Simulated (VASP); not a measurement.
Input of a VASP 6.6.1 run:

Contents of POSCAR:

```
AlN
1.0
   -3.1066653462      0.0000000000      0.0000000000
    0.0000000000      0.0000000000     -4.9784048411
    0.0000000000     -5.3809022217      0.0000000000
Al N
4 4
Direct
    0.5321888549      0.9983070980      0.1666666667
    0.0321888549      0.9983070980      0.6666666667
   -0.0321888549      0.4983070980      0.3333333333
    0.4678111451      0.4983070980      0.8333333333
    0.4717410124      0.6166929020      0.1666666667
   -0.0282589876      0.6166929020      0.6666666667
    0.0282589876      0.1166929020      0.3333333333
    0.5282589876      0.1166929020      0.8333333333
```

The input INCAR.step1:

```
SYSTEM = AlN
PREC = Accurate ; ENCUT = 520
ISMEAR = 0 ; SIGMA = 0.05
LREAL = .FALSE. ; LASPH = .TRUE.
NELM = 60 ; NBANDS = 26
GGA = PE ; ALGO = Normal
EDIFF = 1E-4 ; LWAVE = .TRUE.
LCHARG = .FALSE.
```

The input INCAR.step2:

```
SYSTEM = AlN
PREC = Accurate ; ENCUT = 520
EDIFF = 1E-6 ; ISMEAR = 0
SIGMA = 0.05 ; LREAL = .FALSE.
LASPH = .TRUE. ; NELM = 60
ALGO = Normal ; ISIF = 2
LWAVE = .FALSE. ; LCHARG = .TRUE.
METAGGA = R2SCAN ; LMIXTAU = .TRUE.
LELF = .TRUE. ; LVHAR = .TRUE.
NBANDS = 26 ; ISTART = 1
```

File KPOINTS:

```
regular mesh
0
G
  8 6 4
  0 0 0
```

Potentials or basis: VASP PAW PBE potentials, release 64 (Al, N).

Launch:

```sh
$ cat potpaw_PBE.64/Al/POTCAR potpaw_PBE.64/N/POTCAR > POTCAR
$ cp INCAR.step1 INCAR
$ mpirun -np 1 vasp_std > vasp.out
$ cp INCAR.step2 INCAR
$ mpirun -np 1 vasp_std > vasp.out
```

(1) What does it give for the pressure?

(2) What does it give for the band gap on the k mesh?

Answers

(1) -0.7 GPa.

(2) 4.80 eV.

Caveat: the cell differs from its parent crystal (mode 5 (249.4 1/cm) frozen in, largest displacement -0.100 Å); the PAW data sets were made with another functional, which shifts forces and pressure a little.
